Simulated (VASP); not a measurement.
# CdS (Pmmn) in VASP: relaxation of cell and atoms with PBE

Aim: the relaxation of cell and atoms of CdS with PBE.

Everything below comes from runs of VASP 6.6.1. Logs are shortened: lines on timing, memory, paths and dates and some standing lists are left out, and cuts for length are marked.

## (1) The cell of the first run

It takes space group Pmmn (No. 59, orthorhombic). The conventional cell has a = 3.898 Å, b = 5.511 Å, c = 3.898 Å, α = 90.00°, β = 90.00°, γ = 90.00°. Within 3.6 Å of Cd (site symmetry mm2) lie 6 S at 2.75 to 2.76 Å. Within 3.6 Å of S (site symmetry mm2) lie 6 Cd at 2.75 to 2.76 Å.

## (2) Relaxation of cell and atoms, PBE

INCAR

```
SYSTEM = CdS
PREC     = Accurate       ! precision mode
ENCUT    = 600            ! plane-wave cutoff, eV
EDIFF    = 1E-6           ! SCF threshold, eV
ISMEAR   = 0              ! smearing method
SIGMA    = 0.01           ! smearing width, eV
LREAL    = .FALSE.        ! projectors in reciprocal space
LASPH    = .TRUE.         ! aspherical terms in the spheres
NELM     = 100            ! most SCF steps
ALGO     = Normal         ! electronic algorithm
ISIF     = 3              ! what is computed and relaxed
LWAVE    = .FALSE.        ! write WAVECAR
LCHARG   = .FALSE.        ! write CHGCAR
GGA      = PE             ! functional
IBRION   = 2              ! ionic algorithm
NSW      = 100            ! ionic steps
EDIFFG   = -0.005         ! ionic threshold
```

KPOINTS

```
regular mesh
0
G
  10 8 10
  0 0 0
```

POSCAR

```
CdS
1.0
    3.8984360000      0.0000000000      0.0000000000
    0.0000000000      5.5114920000      0.0000000000
    0.0000000000      0.0000000000      3.8981040000
Cd S
2 2
Direct
    0.5000000000      0.5000000000      0.2430260000
    0.0000000000      0.0000000000      0.7569740000
    0.5000000000      0.0000000000      0.2551630000
    0.0000000000      0.5000000000      0.7448370000
```

Potentials or basis: VASP PAW PBE potentials, release 64 (Cd, S).

Launch:

```sh
$ cat potpaw_PBE.64/Cd/POTCAR potpaw_PBE.64/S/POTCAR > POTCAR
$ mpirun -np 1 vasp_std > vasp.out
```

OUTCAR:

```text
SYSTEM = CdS
   PREC = Accurate
   ENCUT = 600
   EDIFF = 1E-6
   ISMEAR = 0
   LREAL = .FALSE.
   LASPH = .TRUE.
   NELM = 100
   ISIF = 3
   GGA = PE
   IBRION = 2
   NSW = 100
   EDIFFG = -0.005

 ion  position               nearest neighbor table
   1  0.500  0.500  0.243-   4 2.75   4 2.75   3 2.76   3 2.76   4 2.76   4 2.76
   2  0.000  0.000  0.757-   3 2.75   3 2.75   4 2.76   4 2.76   3 2.76   3 2.76
   3  0.500  0.000  0.255-   2 2.75   2 2.75   1 2.76   1 2.76   2 2.76   2 2.76
   4  0.000  0.500  0.745-   1 2.75   1 2.75   2 2.76   2 2.76   1 2.76   1 2.76

  LATTYP: Found a simple orthorhombic cell.
 ALAT       =     3.8981040000
 B/A-ratio  =     1.0000851696
 C/A-ratio  =     1.4138904452

  Lattice vectors:

 A1 = (   0.0000000000,   0.0000000000,   3.8981040000)
 A2 = (   3.8984360000,   0.0000000000,   0.0000000000)
 A3 = (   0.0000000000,   5.5114920000,   0.0000000000)

Analysis of symmetry for initial positions (statically):
=====================================================================
 Subroutine PRICEL returns:
 Original cell was already a primitive cell.

 Routine SETGRP: Setting up the symmetry group for a
 simple orthorhombic supercell.

 Subroutine GETGRP returns: Found  8 space group operations
 (whereof  4 operations were pure point group operations)
 out of a pool of  8 trial point group operations.

The static configuration has the point symmetry C_2v.
 The point group associated with its full space group is D_2h.

Analysis of symmetry for dynamics (positions and initial velocities):
=====================================================================
 Subroutine PRICEL returns:
 Original cell was already a primitive cell.

 Routine SETGRP: Setting up the symmetry group for a
 simple orthorhombic supercell.

 Subroutine GETGRP returns: Found  8 space group operations
 (whereof  4 operations were pure point group operations)
 out of a pool of  8 trial point group operations.

The dynamic configuration has the point symmetry C_2v.
 The point group associated with its full space group is D_2h.

 Subroutine INISYM returns: Found  8 space group operations
 (whereof  4 operations are pure point group operations),
 and found     1 'primitive' translations

----------------------------------------------------------------------------------------

                                     Primitive cell

  volume of cell :      83.7554

  direct lattice vectors                    reciprocal lattice vectors
     3.898436000  0.000000000  0.000000000     0.256513125  0.000000000  0.000000000
     0.000000000  5.511492000  0.000000000     0.000000000  0.181439073  0.000000000
     0.000000000  0.000000000  3.898104000     0.000000000  0.000000000  0.256534972

  length of vectors
     3.898436000  5.511492000  3.898104000     0.256513125  0.181439073  0.256534972

  position of ions in fractional coordinates (direct lattice)
     0.500000000  0.500000000  0.243026000
     0.000000000  0.000000000  0.756974000
     0.500000000  0.000000000  0.255163000
     0.000000000  0.500000000  0.744837000

  ion indices of the primitive-cell ions
   primitive index   ion index
                 1           1
                 2           2
                 3           3
                 4           4

----------------------------------------------------------------------------------------

 KPOINTS: regular mesh

Automatic generation of k-mesh.
 Grid dimensions read from file:
 generate k-points for:   10    8   10

 Generating k-lattice:

  Cartesian coordinates                     Fractional coordinates (reciprocal lattice)
     0.025651312  0.000000000  0.000000000     0.100000000  0.000000000  0.000000000
     0.000000000  0.022679884  0.000000000     0.000000000  0.125000000  0.000000000
     0.000000000  0.000000000  0.025653497     0.000000000  0.000000000  0.100000000

  Length of vectors
     0.025651312  0.022679884  0.025653497

  Shift w.r.t. Gamma in fractional coordinates (k-lattice)
     0.000000000  0.000000000  0.000000000

 Subroutine IBZKPT returns following result:
 ===========================================

 Found    180 irreducible k-points:

 Following reciprocal coordinates:
            Coordinates               Weight
  0.000000  0.000000  0.000000      1.000000
  0.100000  0.000000  0.000000      2.000000
  0.200000  0.000000  0.000000      2.000000
  0.300000  0.000000  0.000000      2.000000
  0.400000  0.000000  0.000000      2.000000
  0.500000  0.000000  0.000000      1.000000
[... 16 lines left out ...]
  0.400000  0.375000  0.000000      4.000000
  0.500000  0.375000  0.000000      2.000000
 [... further k-points ...]
   k-points           NKPTS =    180   k-points in BZ     NKDIM =    180   number of bands    NBANDS=     22
   number of dos      NEDOS =    301   number of ions     NIONS =      4
   total plane-waves  NPLWV =  49152
   dimension x,y,z NGX =    32 NGY =   48 NGZ =   32
   dimension x,y,z NGXF=    64 NGYF=   96 NGZF=   64
   ions per type =               2   2
   NGX,Y,Z   is equivalent  to a cutoff of  13.65, 14.48, 13.65 a.u.
   NGXF,Y,Z  is equivalent  to a cutoff of  27.29, 28.96, 27.29 a.u.
 SYSTEM =  CdS
   PREC   = accura    normal or accurate (medium, high low for compatibility)
   ISTART =      0    job   : 0-new  1-cont  2-samecut
   ICHARG =      2    charge: 1-file 2-atom 10-const
   ISPIN  =      1    spin polarized calculation?
   LNONCOLLINEAR =      F non collinear calculations
   LSORBIT =      F    spin-orbit coupling
   LASPH  =      T    aspherical Exc in radial PAW
   ENCUT  =  600.0 eV  44.10 Ry    6.64 a.u.   7.79 11.01  7.79*2*pi/ulx,y,z
   NELM   =    100;   NELMIN=  2; NELMDL= -5     # of ELM steps
   EDIFF  = 0.1E-05   stopping-criterion for ELM
   LREAL  =      F    real-space projection
   EDIFFG = -.5E-02   stopping-criterion for IOM
   NSW    =    100    number of steps for IOM
   IBRION =      2    ionic relax: 0-MD 1-quasi-New 2-CG
   NFREE  =      1    steps in history (QN), initial steepest desc. (CG)
   ISIF   =      3    stress and relaxation
   ISYM   =      2    0-nonsym 1-usesym 2-fastsym
   POTIM  = 0.5000    time-step for ionic-motion
   TEBEG  =    0.0;   TEEND  =   0.0 temperature during run
   PSTRESS=    0.0 pullay stress
   NELECT =      36.0000    total number of electrons
   NUPDOWN=      -1.0000    fix difference up-down
   EMIN   =  10.00;   EMAX   =-10.00  energy-range for DOS
   EFERMI =   0.00;   METHOD = LEGACY
   ISMEAR =     0;   SIGMA  =   0.01  broadening in eV -4-tet -1-fermi 0-gaus
   EFERMI_NEDOS =   21; number of points for ismear=-14 and -15
   IALGO  =     38    algorithm
   IMIX   =      4    mixing-type and parameters
     AMIX     =   0.40;   BMIX     =  1.00
     AMIX_MAG =   1.60;   BMIX_MAG =  1.00
  volume/ion in A,a.u.               =      20.94       141.30
  Fermi-wavevector in a.u.,A,eV,Ry     =   1.235486  2.334731 20.768298  1.526427
  Thomas-Fermi vector in A             =   2.370134
   LORBIT       =      0    0 simple, 1 ext, 2 COOP (PROOUT), +10 PAW based schemes
   GGA     = PE    functional components
   LHFCALC =     F    Hartree Fock is set to
   AEXX    =    0.0000 exact exchange contribution
   IVDW    =     0    specifies the selected vdW correction
   LEPSILON=     F    determine dielectric tensor
   LRPA    =     F    only Hartree local field effects (RPA)
 conjugate gradient relaxation of ions
 non-spin polarized calculation
 Gauss-broadening in eV      SIGMA  =   0.01
  energy-cutoff  :      600.00
  volume of cell :       83.76
 maximum number of plane-waves:      2818
 NGX is ok and might be reduce to    32
   NGX = 15   NGY = 23   NGZ = 15

--------------------------------------- Ionic step        1  -------------------------------------------

 number of electron      36.0000000 magnetization

 Free energy of the ion-electron system (eV)
  ---------------------------------------------------
  ext. energy  EPLUGINS =         0.00000000
  ---------------------------------------------------
  free energy    TOTEN  =       -11.75344459 eV

  energy without entropy =      -11.75344459  energy(sigma->0) =      -11.75344459

------------------------ aborting loop because EDIFF is reached ----------------------------------------

  FORCE on cell =-STRESS in cart. coord.  units (eV):
  Direction    XX          YY          ZZ          XY          YZ          ZX
  --------------------------------------------------------------------------------------
  -------------------------------------------------------------------------------------
  Total       -0.1745856     -0.1724767     -0.1790447      0.0000000      0.0000000      0.0000000
  in kB       -3.3396894     -3.2993475     -3.4249888      0.0000000      0.0000000      0.0000000
  external PRESSURE =      -3.3546752 kB  Pullay stress =       0.0000000 kB
[... 95 lines left out ...]
  FREE ENERGIE OF THE ION-ELECTRON SYSTEM (eV)
  ---------------------------------------------------
  free  energy   TOTEN  =       -11.7539675130 eV

  energy  without entropy=      -11.7539675130  energy(sigma->0) =      -11.75396751

[... ionic steps 4 to 10 ...]

--------------------------------------- Ionic step       11  -------------------------------------------

 number of electron      35.9999989 magnetization

------------------------ aborting loop because EDIFF is reached ----------------------------------------

  FORCE on cell =-STRESS in cart. coord.  units (eV):
  Direction    XX          YY          ZZ          XY          YZ          ZX
  --------------------------------------------------------------------------------------
  -------------------------------------------------------------------------------------
  Total       -0.0062609      0.0017768     -0.0249787      0.0000000      0.0000000      0.0000000
  in kB       -0.1203080      0.0341422     -0.4799855      0.0000000      0.0000000      0.0000000
  external PRESSURE =      -0.1887171 kB  Pullay stress =       0.0000000 kB
[... 61 lines left out ...]
  energy  without entropy=      -11.7549168527  energy(sigma->0) =      -11.75491685

--------------------------------------- Ionic step       13  -------------------------------------------

 number of electron      35.9999988 magnetization

 Free energy of the ion-electron system (eV)
  ---------------------------------------------------
  ext. energy  EPLUGINS =         0.00000000
  ---------------------------------------------------
  free energy    TOTEN  =       -11.75494382 eV

  energy without entropy =      -11.75494382  energy(sigma->0) =      -11.75494382

 E-fermi :   2.7961     XC(G=0): -10.3124

 val. band max:        2.7377852320   @ k =   0.0000   0.0000   0.4000
 cond. band min:       2.9841295400   @ k =   0.0000   0.0000   0.0000
 fundamental gap:      0.2463443081
 Fermi energy:         2.7961312061

 k-point     1 :       0.0000    0.0000    0.0000
  band No.  band energies     occupation
      1      -9.9418      2.00000
      2      -9.0753      2.00000
      3      -4.9943      2.00000
      4      -4.8460      2.00000
      5      -4.8458      2.00000
      6      -4.8457      2.00000
[... 574 lines left out ...]
      6      -5.1032      2.00000
[... 14 lines left out ...]
     21       8.1840      0.00000
     22       8.1840      0.00000

 [... further k-points ...]
[... 5 lines left out ...]
  --------------------------------------------------------------------------------------
  -------------------------------------------------------------------------------------
  Total        0.0118238      0.0152776      0.0029656      0.0000000      0.0000000      0.0000000
  in kB        0.2273268      0.2937304      0.0570167      0.0000000      0.0000000      0.0000000
  external PRESSURE =       0.1926913 kB  Pullay stress =       0.0000000 kB
[... 19 lines left out ...]
  FREE ENERGIE OF THE ION-ELECTRON SYSTEM (eV)
  ---------------------------------------------------
  free  energy   TOTEN  =       -11.7549438237 eV

  energy  without entropy=      -11.7549438237  energy(sigma->0) =      -11.75494382

 reached required accuracy - stopping structural energy minimisation
```

It took 18 min on 1 thread of Intel Xeon 6975P-C (Granite Rapids), shared host; peak memory 0.49 GiB.

Results:

* Free energy: -11.7549 eV
* Relaxed volume: 20.83 Å³/atom
* Relaxed cell: a = 3.891 Å, b = 5.502 Å, c = 3.892 Å, α = 90.00°, β = 90.00°, γ = 90.00°
* Space group after relaxing (to 0.05 Å): Fm-3m (No. 225)
* Energy gained by relaxing: 0.4 meV/atom
* Ionic steps: 13
* Pressure after relaxing: 0.0 GPa
* Band gap on the k mesh: 0.25 eV

The path:
| step | energy change (eV) | largest force (eV/Å) | pressure (GPa) | volume (Å³) |
| --- | --- | --- | --- | --- |
| 1 | 0.0000 | 0.0263 | -0.34 | 83.76 |
| 2 | -0.0005 | 0.0223 | 0.11 | 83.23 |
| 3 | -0.0005 | 0.0231 | 0.04 | 83.31 |
| 4 | -0.0005 | 0.0232 | 0.03 | 83.32 |
| 5 | -0.0006 | 0.0208 | 0.02 | 83.32 |
| 6 | -0.0009 | 0.0200 | 0.02 | 83.33 |
| 7 | -0.0012 | 0.0193 | 0.02 | 83.34 |
| 8 | -0.0012 | 0.0303 | -0.02 | 83.37 |
| 9 | -0.0013 | 0.0182 | 0.00 | 83.36 |
| 10 | -0.0015 | 0.0054 | -0.02 | 83.37 |
| 11 | -0.0015 | 0.0019 | -0.02 | 83.38 |
| 12 | -0.0015 | 0.0015 | 0.10 | 83.26 |
| 13 | -0.0015 | 0.0007 | 0.02 | 83.33 |

Final structure:
```
Cd S
1.0
     3.89116    0.00000    0.00000
     0.00000    5.50241    0.00000
     0.00000    0.00000    3.89211
Cd S
2 2
Direct
  0.50000 0.50000 0.24998
  0.00000 0.00000 0.75002
  0.50000 0.00000 0.24996
  0.00000 0.50000 0.75004
```

Levels at points of the mesh, in eV from the valence-band top:
| k point | band 15 | band 16 | band 17 | band 18 | band 19 | band 20 | band 21 | band 22 |
| --- | --- | --- | --- | --- | --- | --- | --- | --- |
| (0.00, 0.00, 0.00) | -2.07 | -0.71 | -0.71 | -0.71 | 0.25 | 0.83 | 6.06 | 9.22 |
| (0.50, 0.00, 0.00) | -2.25 | -2.25 | -0.15 | -0.15 | 4.41 | 4.41 | 5.37 | 5.37 |
| (0.00, 0.50, 0.00) | -1.35 | -1.35 | -1.35 | -1.35 | 3.01 | 3.01 | 6.53 | 6.53 |
| (0.50, 0.50, 0.00) | -0.01 | -0.01 | -0.01 | -0.01 | 3.53 | 3.53 | 5.92 | 5.92 |
| (0.00, 0.00, 0.50) | -2.25 | -2.25 | -0.14 | -0.14 | 4.41 | 4.41 | 5.37 | 5.37 |
| (0.50, 0.00, 0.50) | -2.07 | -2.07 | -2.07 | -2.07 | 0.25 | 0.25 | 6.06 | 6.06 |
| (0.00, 0.50, 0.50) | -0.01 | -0.01 | -0.01 | -0.01 | 3.53 | 3.53 | 5.92 | 5.92 |
| (0.50, 0.50, 0.50) | -3.12 | -3.12 | -2.80 | -2.80 | 3.35 | 3.35 | 6.69 | 6.69 |

A k mesh can miss the band edges.
